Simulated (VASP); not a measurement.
# AlNi (Pm-3m) in VASP: notebook, part 2 of 2

VASP 6.6.1.

### 3 Single point, PBE, collinear spin, ferromagnetic start

The input, INCAR:

```
  PREC = Accurate
  ENCUT = 520
  EDIFF = 1E-7
  ISMEAR = -1
  SIGMA = 0.05
  LREAL = F
  LASPH = T
  NELM = 150
  ALGO = Normal
  ISIF = 2
  LWAVE = F
  LCHARG = F
  ISPIN = 2
  MAGMOM = 1.5 0
  LORBIT = 11
  NUPDOWN = 1.5
  LMAXMIX = 4
  GGA = PE
  NBANDS = 18
```

The input, KPOINTS:

```
Automatic mesh
0
Gamma
  8 8 8
```

The input, POSCAR:

```
AlNi
1.0
    2.8810000000      0.0000000000      0.0000000000
    0.0000000000      2.8810000000      0.0000000000
    0.0000000000      0.0000000000      2.8810000000
Ni Al
1 1
Direct
    0.5000000000      0.5000000000      0.5000000000
    0.0000000000      0.0000000000      0.0000000000
```

Potentials or basis: VASP PAW PBE potentials, release 64 (Ni, Al).

Command:

```sh
$ cat potpaw_PBE.64/Ni/POTCAR potpaw_PBE.64/Al/POTCAR > POTCAR
$ mpirun -np 1 vasp_std > vasp.out
```

OUTCAR:

```text
PREC = Accurate
   ENCUT = 520
   EDIFF = 1E-7
   ISMEAR = -1
   LREAL = F
   LASPH = T
   NELM = 150
   ISIF = 2
   ISPIN = 2
   LORBIT = 11
   NUPDOWN = 1.5
   GGA = PE

 ion  position               nearest neighbor table
   1  0.500  0.500  0.500-   2 2.50   2 2.50   2 2.50   2 2.50   2 2.50   2 2.50   2 2.50   2 2.50

   2  0.000  0.000  0.000-   1 2.50   1 2.50   1 2.50   1 2.50   1 2.50   1 2.50   1 2.50   1 2.50

  LATTYP: Found a simple cubic cell.
 ALAT       =     2.8810000000

  Lattice vectors:

 A1 = (   2.8810000000,   0.0000000000,   0.0000000000)
 A2 = (   0.0000000000,   2.8810000000,   0.0000000000)
 A3 = (   0.0000000000,   0.0000000000,   2.8810000000)

Analysis of symmetry for initial positions (statically):
=====================================================================
 Subroutine PRICEL returns:
 Original cell was already a primitive cell.

 Routine SETGRP: Setting up the symmetry group for a
[... 702 lines left out ...]
      2       6.9339      1.00000
      3       6.9339      1.00000
      4       8.2716      0.99825
      5       8.2716      0.99825
      6       8.2716      0.99825
[... 493 lines left out ...]
     17      34.3331      0.00000
     18      36.9189      0.00000

 [... further k-points ...]

------------------------ aborting loop because EDIFF is reached ----------------------------------------

  FORCE on cell =-STRESS in cart. coord.  units (eV):
  Direction    XX          YY          ZZ          XY          YZ          ZX
  --------------------------------------------------------------------------------------
  -------------------------------------------------------------------------------------
  Total        1.8454587      1.8454587      1.8454587      0.0000000     -0.0000000      0.0000000
  in kB      123.6474452    123.6474452    123.6474452      0.0000000     -0.0000000      0.0000000
  external PRESSURE =     123.6474452 kB  Pullay stress =       0.0000000 kB

 VOLUME and BASIS-vectors are now :
 -----------------------------------------------------------------------------
  energy-cutoff  :      520.00
  volume of cell :       23.91
      direct lattice vectors                 reciprocal lattice vectors
     2.881000000  0.000000000  0.000000000     0.347101701  0.000000000  0.000000000
     0.000000000  2.881000000  0.000000000     0.000000000  0.347101701  0.000000000
     0.000000000  0.000000000  2.881000000     0.000000000  0.000000000  0.347101701

 POSITION                                       TOTAL-FORCE (eV/Angst)
 -----------------------------------------------------------------------------------
      1.44050      1.44050      1.44050         0.000000      0.000000      0.000000
      0.00000      0.00000      0.00000         0.000000      0.000000      0.000000
 -----------------------------------------------------------------------------------
    total drift:                                0.000000      0.000000     -0.000000

  FREE ENERGIE OF THE ION-ELECTRON SYSTEM (eV)
  ---------------------------------------------------
  free  energy   TOTEN  =        -9.2813572979 eV

  energy  without entropy=       -9.2723383039  energy(sigma->0) =       -9.27684780

 total charge

# of ion       s       p       d       tot
------------------------------------------
    1        0.516   0.559   8.326   9.401
    2        0.394   0.413   0.000   0.808
--------------------------------------------------
tot          0.910   0.973   8.326  10.208

 magnetization (x)

# of ion       s       p       d       tot
------------------------------------------
    1        0.086   0.129   0.865   1.080
    2        0.029   0.067   0.000   0.096
--------------------------------------------------
tot          0.115   0.196   0.865   1.176
```

OSZICAR:

```text
N       E                     dE             d eps       ncg     rms          rms(c)
DAV:   1     0.469843961442E+02    0.46984E+02   -0.49518E+03  2592   0.760E+02
DAV:   2    -0.863538569754E+01   -0.55620E+02   -0.49047E+02  2708   0.166E+02
DAV:   3    -0.112944546849E+02   -0.26591E+01   -0.25979E+01  3088   0.370E+01
DAV:   4    -0.113290289947E+02   -0.34574E-01   -0.34538E-01  2940   0.371E+00
DAV:   5    -0.113298145399E+02   -0.78555E-03   -0.78549E-03  2994   0.612E-01    0.141E+01
DAV:   6    -0.130677820510E+02   -0.17380E+01   -0.45740E+01  2926   0.873E+01    0.212E+01
DAV:   7    -0.929657548941E+01    0.37712E+01   -0.15342E+01  2958   0.474E+01    0.231E+00
DAV:   8    -0.930298039540E+01   -0.64049E-02   -0.35111E-01  3194   0.489E+00    0.151E+00
DAV:   9    -0.928693797839E+01    0.16042E-01   -0.15824E-02  3530   0.149E+00    0.801E-01
DAV:  10    -0.928144968174E+01    0.54883E-02   -0.16593E-02  3326   0.138E+00    0.164E-01
DAV:  11    -0.928135573459E+01    0.93947E-04   -0.63368E-04  3372   0.291E-01    0.948E-02
DAV:  12    -0.928135850329E+01   -0.27687E-05   -0.17815E-05  3196   0.312E-02    0.562E-02
DAV:  13    -0.928135762932E+01    0.87397E-06   -0.10393E-05  3252   0.259E-02    0.128E-02
DAV:  14    -0.928135729553E+01    0.33379E-06   -0.89132E-07  3108   0.812E-03    0.481E-03
DAV:  15    -0.928135729786E+01   -0.23310E-08   -0.11925E-07  1530   0.371E-03
   1 F= -.92813573E+01 E0= -.92768478E+01  d E =-.901899E-02  mag=     1.5000
```

It took 33 s on 1 thread of Intel Xeon 8259CL, shared host; peak memory 0.16 GiB.

What came out:

```yaml
Free_energy: -9.2814 eV
Pressure: 12.4 GPa
Net_moment: 1.50 μB per cell
Site_moments: Ni +1.08; Al +0.10 μB
Valence_electrons_inside_the_program's_atomic_spheres: Ni 9.40; Al 0.81
```

Caveat: the cell stands under pressure; the total moment is fixed, so each spin has its own Fermi level.

### 4 Single point, PBE, collinear spin, ferromagnetic start

The input, INCAR:

```
ALGO = Normal ; EDIFF = 1E-7
ENCUT = 520 ; GGA = PE
ISIF = 2 ; ISMEAR = -1
ISPIN = 2 ; LASPH = T
LCHARG = F ; LMAXMIX = 4
LORBIT = 11 ; LREAL = F
LWAVE = F ; MAGMOM = 2 0
NBANDS = 18 ; NELM = 150
NUPDOWN = 2.0 ; PREC = Accurate
SIGMA = 0.05
```

The input, KPOINTS:

```
k-points
0
Gamma
  8 8 8
```

POSCAR is that of step 3.

Potentials or basis: VASP PAW PBE potentials, release 64 (Ni, Al).

Command:

```sh
$ cat potpaw_PBE.64/Ni/POTCAR potpaw_PBE.64/Al/POTCAR > POTCAR
$ mpirun -np 1 vasp_std > vasp.out
```

OUTCAR:

```text
EDIFF = 1E-7
   ENCUT = 520
   GGA = PE
   ISIF = 2
   ISMEAR = -1
   ISPIN = 2
   LASPH = T
   LORBIT = 11
   LREAL = F
   NELM = 150
   NUPDOWN = 2.0
   PREC = Accurate

 ion  position               nearest neighbor table
   1  0.500  0.500  0.500-   2 2.50   2 2.50   2 2.50   2 2.50   2 2.50   2 2.50   2 2.50   2 2.50

   2  0.000  0.000  0.000-   1 2.50   1 2.50   1 2.50   1 2.50   1 2.50   1 2.50   1 2.50   1 2.50

  LATTYP: Found a simple cubic cell.
 ALAT       =     2.8810000000

  Lattice vectors:

[... 1223 lines left out ...]
  external PRESSURE =     210.0497929 kB  Pullay stress =       0.0000000 kB

 VOLUME and BASIS-vectors are now :
 -----------------------------------------------------------------------------
  energy-cutoff  :      520.00
  volume of cell :       23.91
      direct lattice vectors                 reciprocal lattice vectors
     2.881000000  0.000000000  0.000000000     0.347101701  0.000000000  0.000000000
     0.000000000  2.881000000  0.000000000     0.000000000  0.347101701  0.000000000
     0.000000000  0.000000000  2.881000000     0.000000000  0.000000000  0.347101701

 POSITION                                       TOTAL-FORCE (eV/Angst)
 -----------------------------------------------------------------------------------
      1.44050      1.44050      1.44050         0.000000      0.000000      0.000000
      0.00000      0.00000      0.00000         0.000000      0.000000      0.000000
 -----------------------------------------------------------------------------------
    total drift:                                0.000000      0.000000     -0.000000

  FREE ENERGIE OF THE ION-ELECTRON SYSTEM (eV)
  ---------------------------------------------------
  free  energy   TOTEN  =        -8.2559293961 eV

  energy  without entropy=       -8.2428502087  energy(sigma->0) =       -8.24938980

 total charge

# of ion       s       p       d       tot
------------------------------------------
    1        0.532   0.569   8.267   9.368
    2        0.414   0.408   0.000   0.822
--------------------------------------------------
tot          0.946   0.977   8.267  10.190

 magnetization (x)

# of ion       s       p       d       tot
------------------------------------------
    1        0.109   0.181   1.086   1.376
    2        0.058   0.088   0.000   0.146
--------------------------------------------------
tot          0.167   0.269   1.086   1.521
```

OSZICAR:

```text
N       E                     dE             d eps       ncg     rms          rms(c)
DAV:   1     0.476353222055E+02    0.47635E+02   -0.49423E+03  2592   0.760E+02
DAV:   2    -0.804076980485E+01   -0.55676E+02   -0.49182E+02  2708   0.167E+02
DAV:   3    -0.106888447147E+02   -0.26481E+01   -0.25911E+01  3088   0.369E+01
DAV:   4    -0.107230198220E+02   -0.34175E-01   -0.34137E-01  2928   0.370E+00
DAV:   5    -0.107238003808E+02   -0.78056E-03   -0.78050E-03  3014   0.610E-01    0.153E+01
DAV:   6    -0.124301913217E+02   -0.17064E+01   -0.52382E+01  2952   0.951E+01    0.245E+01
DAV:   7    -0.826950186773E+01    0.41607E+01   -0.17529E+01  2994   0.490E+01    0.300E+00
DAV:   8    -0.827888178708E+01   -0.93799E-02   -0.53143E-01  3240   0.603E+00    0.169E+00
DAV:   9    -0.826327501784E+01    0.15607E-01   -0.14995E-02  3390   0.135E+00    0.903E-01
DAV:  10    -0.825590849044E+01    0.73665E-02   -0.23447E-02  3280   0.155E+00    0.161E-01
DAV:  11    -0.825592643806E+01   -0.17948E-04   -0.64271E-04  2990   0.250E-01    0.108E-01
DAV:  12    -0.825593211032E+01   -0.56723E-05   -0.24344E-05  3214   0.464E-02    0.660E-02
DAV:  13    -0.825592955094E+01    0.25594E-05   -0.18551E-05  3224   0.341E-02    0.204E-02
DAV:  14    -0.825592915182E+01    0.39912E-06   -0.27781E-06  3306   0.138E-02    0.718E-03
DAV:  15    -0.825592929986E+01   -0.14805E-06   -0.15255E-07  2006   0.417E-03    0.338E-03
DAV:  16    -0.825592939607E+01   -0.96213E-07   -0.91477E-08  1352   0.240E-03
   1 F= -.82559294E+01 E0= -.82493898E+01  d E =-.130792E-01  mag=     2.0000
```

Wall time 36 s (1 thread of Intel Xeon 8259CL, shared host); peak memory 0.16 GiB.

What came out:

| Property | Result |
| --- | --- |
| Free energy | -8.2559 eV |
| Pressure | 21.0 GPa |
| Net moment | 2.00 μB per cell |
| Site moments | Ni +1.38; Al +0.15 μB |
| Valence electrons inside the program's atomic spheres | Ni 9.37; Al 0.82 |

Caveat: the cell stands under pressure; the total moment is fixed, so each spin has its own Fermi level.

### 5 Overview

| fixed moment (μB) | pressure (GPa) | moment (μB) |
| --- | --- | --- |
| 1.2 | 7.9 | 1.20 |
| 1.5 | 12.4 | 1.50 |
| 2.0 | 21.0 | 2.00 |

Alike in all rows: task single point; level PBE; potentials or basis VASP PAW PBE potentials, release 64 (Ni, Al); spin collinear, ferromagnetic start; cell as given; k mesh 8 × 8 × 8; cutoff (eV) 520; smearing fermi-dirac 0.05 eV.

Caveats: the cell stands under pressure; the total moment is fixed, so each spin has its own Fermi level.

Absolute energies hang on the potentials; compare differences alone.
